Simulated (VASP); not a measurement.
# CsH3 (P1) in VASP: further runs

Runs on CsH3. Level: PBE. Tasks: single point, relaxation of cell and atoms.

Program: VASP 6.6.1. These are calculated values, not measurements. Logs are shortened: lines on timing, memory, paths and dates and some standing lists are left out, and cuts for length are marked.

### 1 The cell of the first run

The typed cell holds 8 atoms: a = 5.046 Å, b = 7.611 Å, c = 8.767 Å, α = 98.76°, β = 91.29°, γ = 90.39°.

### 2 Single point, PBE

Contents of INCAR:

```
  ALGO = Normal
  EDIFF = 1E-7
  ENCUT = 520
  GGA = PE
  ISIF = 2
  ISMEAR = 0
  LASPH = True
  LCHARG = False
  LREAL = False
  LWAVE = False
  NBANDS = 22
  NELM = 80
  PREC = Accurate
  SIGMA = 0.1
```

Contents of KPOINTS:

```
k-points
0
Gamma
  4 2 2
```

Contents of POSCAR:

```
CsH3
1.0
    5.0425727016      0.0407375512      0.1798180158
   -0.1153031989      7.6102136465      0.0466006059
   -0.4944374728     -1.3964790454      8.6408120041
Cs H
2 6
Direct
    0.7355819056      0.2879636884      0.7756879435
    0.2344163936      0.2154725532      0.2665703351
    0.5281597861     -0.1216695469     -0.0532242788
    0.5752743396      0.5373803701      0.5027558021
    0.4428624258     -0.0421724058      0.9368644204
    0.5035900686      0.6237807216      0.5298650493
    0.2393305817      0.2514406933      0.9376161618
    0.7407844992      0.2478039263      0.4371979000
```

Potentials or basis: VASP PAW PBE potentials, release 64 (Cs_sv, H).

Launch:

```
$ cat potpaw_PBE.64/Cs_sv/POTCAR potpaw_PBE.64/H/POTCAR > POTCAR
$ mpirun -np 1 vasp_std > vasp.out
```

OUTCAR:

```text
EDIFF = 1E-7
   ENCUT = 520
   GGA = PE
   ISIF = 2
   ISMEAR = 0
   LASPH = True
   LREAL = False
   NELM = 80
   PREC = Accurate

 ion  position               nearest neighbor table
   1  0.736  0.288  0.776-
   2  0.234  0.215  0.267-
   3  0.528  0.878  0.947-   5 0.76
   4  0.575  0.537  0.503-   6 0.76
   5  0.443  0.958  0.937-   3 0.76
   6  0.504  0.624  0.530-   4 0.76
   7  0.239  0.251  0.938-
   8  0.741  0.248  0.437-

  LATTYP: Found a triclinic cell.
 ALAT       =     7.6112297423
 B/A-ratio  =     2.5055147861
 C/A-ratio  =     1.7583961584
 COS(alpha) =     0.0048474812
 COS(beta)  =     0.6710984953
 COS(gamma) =     0.7245627476

  Lattice vectors:

 A1 = (  -0.1153031989,   7.6102136465,   0.0466006059)
 A2 = (   9.3601015326,  13.9054233500,   9.0936492475)
 A3 = (  -4.6634384277,   8.9659551407,  -8.7740294140)

Analysis of symmetry for initial positions (statically):
=====================================================================
 Subroutine PRICEL returns:
 Original cell was already a primitive cell.

 Routine SETGRP: Setting up the symmetry group for a
 triclinic supercell.

 Subroutine GETGRP returns: Found  1 space group operations
 (whereof  1 operations were pure point group operations)
 out of a pool of  2 trial point group operations.

The static configuration has the point symmetry C_1 .

Analysis of symmetry for dynamics (positions and initial velocities):
=====================================================================
 Subroutine PRICEL returns:
 Original cell was already a primitive cell.

 Routine SETGRP: Setting up the symmetry group for a
 triclinic supercell.

 Subroutine GETGRP returns: Found  1 space group operations
 (whereof  1 operations were pure point group operations)
 out of a pool of  2 trial point group operations.

The dynamic configuration has the point symmetry C_1 .

 Subroutine INISYM returns: Found  1 space group operations
 (whereof  1 operations are pure point group operations),
 and found     1 'primitive' translations

----------------------------------------------------------------------------------------
[... 91 lines left out ...]
   NELM   =     80;   NELMIN=  2; NELMDL= -5     # of ELM steps
   EDIFF  = 0.1E-06   stopping-criterion for ELM
   LREAL  =      F    real-space projection
   EDIFFG = 0.1E-05   stopping-criterion for IOM
   NSW    =      0    number of steps for IOM
   IBRION =     -1    ionic relax: 0-MD 1-quasi-New 2-CG
   NFREE  =      0    steps in history (QN), initial steepest desc. (CG)
   ISIF   =      2    stress and relaxation
   ISYM   =      2    0-nonsym 1-usesym 2-fastsym
   POTIM  = 0.5000    time-step for ionic-motion
   TEBEG  =    0.0;   TEEND  =   0.0 temperature during run
   PSTRESS=    0.0 pullay stress
   NELECT =      24.0000    total number of electrons
   NUPDOWN=      -1.0000    fix difference up-down
   EMIN   =  10.00;   EMAX   =-10.00  energy-range for DOS
   EFERMI =   0.00;   METHOD = LEGACY
   ISMEAR =     0;   SIGMA  =   0.10  broadening in eV -4-tet -1-fermi 0-gaus
   EFERMI_NEDOS =   21; number of points for ismear=-14 and -15
   IALGO  =     38    algorithm
   IMIX   =      4    mixing-type and parameters
     AMIX     =   0.40;   BMIX     =  1.00
     AMIX_MAG =   1.60;   BMIX_MAG =  1.00
  volume/ion in A,a.u.               =      41.58       280.62
  Fermi-wavevector in a.u.,A,eV,Ry     =   0.681516  1.287879  6.319421  0.464464
  Thomas-Fermi vector in A             =   1.760322
   LORBIT       =      0    0 simple, 1 ext, 2 COOP (PROOUT), +10 PAW based schemes
   GGA     = PE    functional components
   LHFCALC =     F    Hartree Fock is set to
   AEXX    =    0.0000 exact exchange contribution
   IVDW    =     0    specifies the selected vdW correction
   LEPSILON=     F    determine dielectric tensor
   LRPA    =     F    only Hartree local field effects (RPA)
 non-spin polarized calculation
 Gauss-broadening in eV      SIGMA  =   0.10
  energy-cutoff  :      520.00
  volume of cell :      332.67
 maximum number of plane-waves:      8990
 NGX is ok and might be reduce to    40
   NGX = 19   NGY = 29   NGZ = 33

 number of electron      24.0000001 magnetization

 Free energy of the ion-electron system (eV)
  ---------------------------------------------------
  ext. energy  EPLUGINS =         0.00000000
  ---------------------------------------------------
  free energy    TOTEN  =       -22.17605991 eV

  energy without entropy =      -22.17605991  energy(sigma->0) =      -22.17605991

 E-fermi :  -1.4673     XC(G=0):  -4.5083

 val. band max:       -1.9325539104   @ k =   0.2500   0.0000   0.0000
 cond. band min:       0.5023137945   @ k =   0.0000   0.0000   0.0000
 fundamental gap:      2.4348677049
 Fermi energy:        -1.4673289976

 k-point     1 :       0.0000    0.0000    0.0000
  band No.  band energies     occupation
      1     -23.3370      2.00000
      2     -23.3246      2.00000
      3     -10.3851      2.00000
      4     -10.3171      2.00000
      5     -10.2718      2.00000
      6     -10.0446      2.00000
[... 289 lines left out ...]
     21       3.6374      0.00000
     22       3.6539      0.00000

------------------------ aborting loop because EDIFF is reached ----------------------------------------

  FORCE on cell =-STRESS in cart. coord.  units (eV):
  Direction    XX          YY          ZZ          XY          YZ          ZX
  --------------------------------------------------------------------------------------
  -------------------------------------------------------------------------------------
  Total       -0.1274311     -0.1562272     -0.1718083      0.0220515     -0.0005016      0.0607010
  in kB       -0.6137322     -0.7524197     -0.8274613      0.1062042     -0.0024160      0.2923474
  external PRESSURE =      -0.7312044 kB  Pullay stress =       0.0000000 kB

 VOLUME and BASIS-vectors are now :
 -----------------------------------------------------------------------------
  energy-cutoff  :      520.00
  volume of cell :      332.67
      direct lattice vectors                 reciprocal lattice vectors
     5.042572702  0.040737551  0.179818016     0.197867223  0.002925682  0.011795028
    -0.115303199  7.610213647  0.046600606    -0.001812988  0.131245637  0.021107434
    -0.494437473 -1.396479045  8.640812004    -0.004107902 -0.000768703  0.115370572

 POSITION                                       TOTAL-FORCE (eV/Angst)
 -----------------------------------------------------------------------------------
      3.29249      1.13820      6.84826         0.001696     -0.003385     -0.008894
      1.02541      1.27708      2.35558         0.000395     -0.000007      0.002334
      2.09389      5.38365      8.31681        -0.003543     -0.009788     -0.004943
      2.59032      3.41093      4.47271         0.009608     -0.018351     -0.006020
      1.65950      5.99900      8.21954        -0.005630      0.022416      0.003899
      2.20548      4.02767      4.69809        -0.007647      0.019076      0.005687
      0.71426      0.61391      8.15652         0.006903     -0.016720      0.002828
      3.49072      1.30548      3.92250        -0.001782      0.006760      0.005108
 -----------------------------------------------------------------------------------
    total drift:                                0.000065     -0.000070     -0.000127

  FREE ENERGIE OF THE ION-ELECTRON SYSTEM (eV)
  ---------------------------------------------------
  free  energy   TOTEN  =       -22.1760599062 eV

  energy  without entropy=      -22.1760599062  energy(sigma->0) =      -22.17605991
```

OSZICAR:

```text
N       E                     dE             d eps       ncg     rms          rms(c)
DAV:   1     0.152463357433E+03    0.15246E+03   -0.78408E+03   528   0.782E+02
DAV:   2    -0.160052104194E+01   -0.15406E+03   -0.14882E+03   688   0.151E+02
DAV:   3    -0.254379264303E+02   -0.23837E+02   -0.23794E+02   666   0.649E+01
[... 11 lines left out ...]
DAV:  15    -0.221760603807E+02    0.21003E-05   -0.76341E-06   654   0.993E-03    0.327E-03
DAV:  16    -0.221760601777E+02    0.20306E-06   -0.20955E-06   642   0.587E-03    0.141E-03
DAV:  17    -0.221760600016E+02    0.17611E-06   -0.12961E-07   580   0.182E-03    0.120E-03
DAV:  18    -0.221760598938E+02    0.10780E-06   -0.77348E-08   540   0.153E-03    0.692E-04
DAV:  19    -0.221760599062E+02   -0.12435E-07   -0.66420E-08   534   0.849E-04
   1 F= -.22176060E+02 E0= -.22176060E+02  d E =-.336959E-11
```

It took 3.8 min on 1 thread of AMD EPYC 7R43 (Zen 3), shared host; peak memory 0.38 GiB.

Results:

| Item | Value |
| --- | --- |
| Free energy | -22.1761 eV |
| Pressure | -0.1 GPa |
| Largest force | 0.023 eV/Å |
| Band gap on the k mesh | 2.43 eV (least direct gap 2.54 eV) |

Forces on the atoms (eV/Å):
```
Cs   0.002 -0.003 -0.009
Cs   0.000  0.000  0.002
H   -0.004 -0.010 -0.005
H    0.010 -0.018 -0.006
H   -0.006  0.022  0.004
H   -0.008  0.019  0.006
H    0.007 -0.017  0.003
H   -0.002  0.007  0.005
```

Caveat: spin-orbit coupling is left out, which moves the levels of the heavy elements. A k mesh can miss the band edges.

### 3 Relaxation of cell and atoms, PBE

This run uses another cell than the first one, of 77.71 Å³/atom.

Contents of INCAR:

```
  PREC = Accurate
  ENCUT = 600
  EDIFF = 1E-6
  ISMEAR = 0
  SIGMA = 0.1
  LREAL = False
  LASPH = True
  NELM = 100
  ALGO = Normal
  ISIF = 3
  LWAVE = False
  LCHARG = False
  GGA = PE
  IBRION = 2
  NSW = 80
  EDIFFG = -0.025
```

Contents of KPOINTS:

```
Automatic mesh
0
Gamma
  4 2 1
```

Contents of POSCAR:

```
CsH3
1.0
   -0.1067243162     -0.0459788240     -5.6317004038
    3.9551003715     -7.0725035103      0.0193006095
  -11.7096034094     -6.9826113983     -0.2848852276
Cs H
2 6
Direct
    0.0069319709      0.5084500844      0.8372809774
    0.0119254184      0.0043935452      0.3280730070
    0.4069334897     -0.0015061506      0.9973386175
    0.4445870886      0.5060477605      0.4956072968
    0.5482615245     -0.0101421248      0.9871552675
    0.5789167108      0.5007068576      0.5072394903
    0.4913831446      0.5022591748      0.8439403685
    0.5110606525     -0.0102091471      0.3366983084
```

Potentials or basis: VASP PAW PBE potentials, release 64 (Cs_sv, H).

Launch:

```
$ cat potpaw_PBE.64/Cs_sv/POTCAR potpaw_PBE.64/H/POTCAR > POTCAR
$ mpirun -np 1 vasp_std > vasp.out
```

Run time: 25 min. Hardware: 1 thread of AMD EPYC 7R43 (Zen 3), shared host; peak memory 0.78 GiB.

The run converged. Its results:

```
Free energy                           : -21.2137 eV
Relaxed volume                        : 77.67 Å³/atom
Relaxed cell                          : a = 5.607 Å, b = 8.121 Å, c = 13.666 Å, α = 88.44°, β = 87.39°, γ = 90.33°
Space group after relaxing (to 0.1 Å) : P1 (No. 1)
Energy gained by relaxing             : 9.3 meV/atom
Ionic steps                           : 12
Pressure after relaxing               : 0.0 GPa
Largest force after relaxing          : 0.022 eV/Å
Band gap on the k mesh                : 1.52 eV
```

Forces in eV/Å, atoms in the order of the input:
```
Cs   0.016  0.001 -0.014
Cs   0.015 -0.006  0.000
H    0.001 -0.006 -0.018
H    0.013  0.002 -0.014
H   -0.002  0.006  0.022
H   -0.015 -0.002  0.013
H   -0.014  0.000  0.009
H   -0.015  0.005  0.003
```

The path:
```
step  energy change (eV)  largest force (eV/Å)  pressure (GPa)  volume (Å³)
   1              0.0000                1.6560           -0.19       621.66
   2              0.3191                5.7155            0.56       613.36
   3             -0.0673                0.1649            0.02       618.85
   4             -0.0672                0.1650            0.01       618.90
   5             -0.0689                0.1867            0.00       619.37
   6             -0.0689                0.1752            0.00       619.35
   7             -0.0702                0.1479            0.00       619.57
   8             -0.0730                0.0841            0.01       620.22
   9             -0.0741                0.1003            0.02       621.52
  10             -0.0744                0.0589            0.01       621.12
  11             -0.0745                0.0568            0.00       621.50
  12             -0.0745                0.0224            0.00       621.38
```

Final structure:
```
CELL_PARAMETERS angstrom
-0.11902 -0.04865 -5.60543
3.96517 -7.08690 0.02446
-11.73642 -6.99501 -0.31194
ATOMIC_POSITIONS crystal
Cs 0.99929 0.50873 0.83694
Cs 0.01194 0.00486 0.32786
H 0.41152 0.99847 0.99712
H 0.44729 0.50614 0.49550
H 0.54347 0.98987 0.98739
H 0.57625 0.50057 0.50737
H 0.49931 0.50199 0.84424
H 0.51092 0.98937 0.33692
```

Levels at points of the mesh, in eV from the valence-band top:
| k point | band 8 | band 9 | band 10 | band 11 | band 12 | band 13 | band 14 | band 15 | band 16 | band 17 |
| --- | --- | --- | --- | --- | --- | --- | --- | --- | --- | --- |
| (0.00, 0.00, 0.00) | -8.99 | -7.49 | -7.47 | -1.04 | -1.02 | 1.55 | 1.99 | 2.37 | 2.98 | 3.04 |
| (0.50, 0.00, 0.00) | -9.11 | -7.48 | -7.46 | -0.01 | 0.00 | 1.52 | 2.10 | 2.71 | 2.77 | 3.10 |
| (0.00, 0.50, 0.00) | -8.99 | -7.49 | -7.47 | -1.02 | -1.02 | 1.95 | 1.99 | 2.45 | 2.48 | 2.72 |
| (0.50, 0.50, 0.00) | -9.11 | -7.48 | -7.46 | -0.01 | 0.00 | 2.02 | 2.06 | 2.73 | 2.79 | 2.85 |

Caveat: the k points lie up to 0.46 Å⁻¹ apart in the final cell; spin-orbit coupling is left out, which moves the levels of the heavy elements.
